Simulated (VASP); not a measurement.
# NiO (Fm-3m) in VASP: settings compared, part 2 of 2

VASP 6.6.1. Earlier steps stand in the parts before.

## (3) Density of states, BLYP, collinear spin, ferromagnetic start

Input file POSCAR:

```
NiO
1.0
    0.0000000000      2.0913095100      2.0913095100
    2.0913095100      0.0000000000      2.0913095100
    2.0913095100      2.0913095100      0.0000000000
Ni O
1 1
Direct
    0.0000000000      0.0000000000      0.0000000000
    0.5000000000      0.5000000000      0.5000000000
```

Input file INCAR.step1:

```
SYSTEM = NiO
PREC = Accurate ; ENCUT = 520
EDIFF = 1E-6 ; ISMEAR = -1
SIGMA = 0.05 ; LREAL = .False.
LASPH = .True. ; NELM = 150
ALGO = Normal ; ISIF = 2
LWAVE = .False. ; LCHARG = .True.
ISPIN = 2 ; MAGMOM = 1 0
LMAXMIX = 4 ; GGA = B5
ALDAX = 1.0 ; AGGAX = 1.0
AGGAC = 1.0 ; ALDAC = 0.0
NBANDS = 19
```

Input file KPOINTS.step1:

```
regular mesh
0
Gamma
  6 6 6
  0 0 0
```

Input file INCAR.step2:

```
SYSTEM = NiO
PREC = Accurate ; ENCUT = 520
EDIFF = 1E-6 ; ISMEAR = -5
SIGMA = 0.05 ; LREAL = .False.
LASPH = .True. ; NELM = 150
ALGO = Normal ; ISIF = 2
LWAVE = .False. ; LCHARG = .False.
ISPIN = 2 ; MAGMOM = 1 0
LORBIT = 10 ; LMAXMIX = 4
GGA = B5 ; ALDAX = 1.0
AGGAX = 1.0 ; AGGAC = 1.0
ALDAC = 0.0 ; NEDOS = 1001
ICHARG = 11
```

Input file KPOINTS.step2:

```
regular mesh
0
Gamma
  9 9 9
  0 0 0
```

Potentials or basis: VASP PAW PBE potentials, release 64 (Ni, O).

The run is started by

```sh
> cat potpaw_PBE.64/Ni/POTCAR potpaw_PBE.64/O/POTCAR > POTCAR
> cp INCAR.step1 INCAR
> cp KPOINTS.step1 KPOINTS
> mpirun -np 1 vasp_std > vasp.out
> cp INCAR.step2 INCAR
> cp KPOINTS.step2 KPOINTS
> mpirun -np 1 vasp_std > vasp.out
```

OUTCAR:

```text
SYSTEM = NiO
   PREC = Accurate
   ENCUT = 520
   EDIFF = 1E-6
   ISMEAR = -5
   LREAL = .False.
   LASPH = .True.
   NELM = 150
   ISIF = 2
   ISPIN = 2
   LORBIT = 10
   GGA = B5
   ICHARG = 11

 ion  position               nearest neighbor table
   1  0.000  0.000  0.000-   2 2.09   2 2.09   2 2.09   2 2.09   2 2.09   2 2.09
   2  0.500  0.500  0.500-   1 2.09   1 2.09   1 2.09   1 2.09   1 2.09   1 2.09

  LATTYP: Found a face centered cubic cell.
 ALAT       =     4.1826190200

  Lattice vectors:

 A1 = (   0.0000000000,   2.0913095100,   2.0913095100)
 A2 = (   2.0913095100,   0.0000000000,   2.0913095100)
 A3 = (   2.0913095100,   2.0913095100,   0.0000000000)

Analysis of symmetry for initial positions (statically):
=====================================================================
 Subroutine PRICEL returns:
 Original cell was already a primitive cell.

 Routine SETGRP: Setting up the symmetry group for a
 face centered cubic supercell.

 Subroutine GETGRP returns: Found 48 space group operations
 (whereof 48 operations were pure point group operations)
 out of a pool of 48 trial point group operations.

The static configuration has the point symmetry O_h .

Analysis of symmetry for dynamics (positions and initial velocities):
=====================================================================
 Subroutine PRICEL returns:
 Original cell was already a primitive cell.

 Routine SETGRP: Setting up the symmetry group for a
 face centered cubic supercell.

 Subroutine GETGRP returns: Found 48 space group operations
 (whereof 48 operations were pure point group operations)
 out of a pool of 48 trial point group operations.

The dynamic configuration has the point symmetry O_h .

Analysis of structural, dynamic, and magnetic symmetry:
=====================================================================
 Subroutine PRICEL returns:
 Original cell was already a primitive cell.

 Routine SETGRP: Setting up the symmetry group for a
 face centered cubic supercell.

 Subroutine GETGRP returns: Found 48 space group operations
[... 171 lines left out ...]
      8       5.5361      1.00000
      9       5.5362      1.00000
     10       9.9572      0.00000
     11      26.7369      0.00000
     12      27.3855      0.00000
     13      27.3856      0.00000
[... 356 lines left out ...]
      2       1.3829      1.00000
      3       3.9297      1.00000
      4       3.9297      1.00000
      5       4.7442      1.00000
      6       5.4765      1.00000
      7       6.1338      1.00000
      8       6.5334      1.00000
      9       6.5334      1.00000
     10      14.4383      0.00000
     11      18.9569      0.00000
     12      20.9185      0.00000
     13      24.8118      0.00000

 [... further k-points ...]

 spin component 2

 k-point     1 :       0.0000    0.0000    0.0000
  band No.  band energies     occupation
      1     -11.5966      1.00000
      2       5.6962      1.00000
      3       5.6962      1.00000
      4       5.6962      1.00000
      5       6.2978      1.00000
      6       6.2980      1.00000
      7       6.2983      1.00000
      8       7.5657      1.00000
      9       7.5661      1.12060
     10      10.2922      0.00000
     11      26.6944      0.00000
     12      27.5869      0.00000
     13      27.5871      0.00000
[... 356 lines left out ...]
      2       1.7652      1.00000
      3       4.3882      1.00000
      4       4.3882      1.00000
      5       5.4164      1.00000
      6       7.3707      1.00000
      7       7.3709      1.00000
      8       7.9698      1.10183
      9       8.5845      0.00000
     10      14.8443      0.00000
     11      19.3090      0.00000
     12      21.1646      0.00000
     13      25.1607      0.00000

 [... further k-points ...]
[... 5 lines left out ...]
  --------------------------------------------------------------------------------------
  -------------------------------------------------------------------------------------
  Total        1.0224321      1.0224321      1.0224321      0.0000000     -0.0000000      0.0000000
  in kB       89.5488754     89.5488754     89.5488754      0.0000000     -0.0000000      0.0000000
  external PRESSURE =      89.5488754 kB  Pullay stress =       0.0000000 kB

 VOLUME and BASIS-vectors are now :
 -----------------------------------------------------------------------------
  energy-cutoff  :      520.00
  volume of cell :       18.29
      direct lattice vectors                 reciprocal lattice vectors
     0.000000000  2.091309510  2.091309510    -0.239084649  0.239084649  0.239084649
     2.091309510  0.000000000  2.091309510     0.239084649 -0.239084649  0.239084649
     2.091309510  2.091309510  0.000000000     0.239084649  0.239084649 -0.239084649

 POSITION                                       TOTAL-FORCE (eV/Angst)
 -----------------------------------------------------------------------------------
      0.00000      0.00000      0.00000         0.000000      0.000000      0.000000
      2.09131      2.09131      2.09131        -0.000000     -0.000000     -0.000000
 -----------------------------------------------------------------------------------
    total drift:                                0.000000     -0.000000     -0.000000

  FREE ENERGIE OF THE ION-ELECTRON SYSTEM (eV)
  ---------------------------------------------------
  free  energy   TOTEN  =       -10.5816435724 eV

  energy  without entropy=      -10.5816435724  energy(sigma->0) =      -10.58164357

 total charge

# of ion       s       p       d       tot
------------------------------------------
    1        0.328   0.396   8.263   8.986
    2        1.550   3.456   0.000   5.006
--------------------------------------------------
tot          1.878   3.851   8.263  13.992

 magnetization (x)

# of ion       s       p       d       tot
------------------------------------------
    1        0.010   0.014   1.426   1.451
    2        0.028   0.253   0.000   0.281
--------------------------------------------------
tot          0.039   0.267   1.426   1.732
```

It took 25 s on 1 thread of Intel Xeon Platinum 8559C (Emerald Rapids), shared host; peak memory 0.15 GiB.

Results:

* Net moment: 1.72 μB per cell
* Site moments: Ni +1.45; O +0.28 μB
* Valence electrons inside the program's atomic spheres: Ni 8.99; O 5.01

Caveat: the k points lie up to 0.43 Å⁻¹ apart; the PAW data sets were made with another functional, which shifts forces and pressure a little; a cell with one magnetic atom can't hold antiferromagnetic order, which such compounds often take; semilocal functionals often make such compounds metallic where correlation or magnetic order opens a gap, which also shifts bond lengths; tetrahedron occupations give inexact forces and stress in metals.
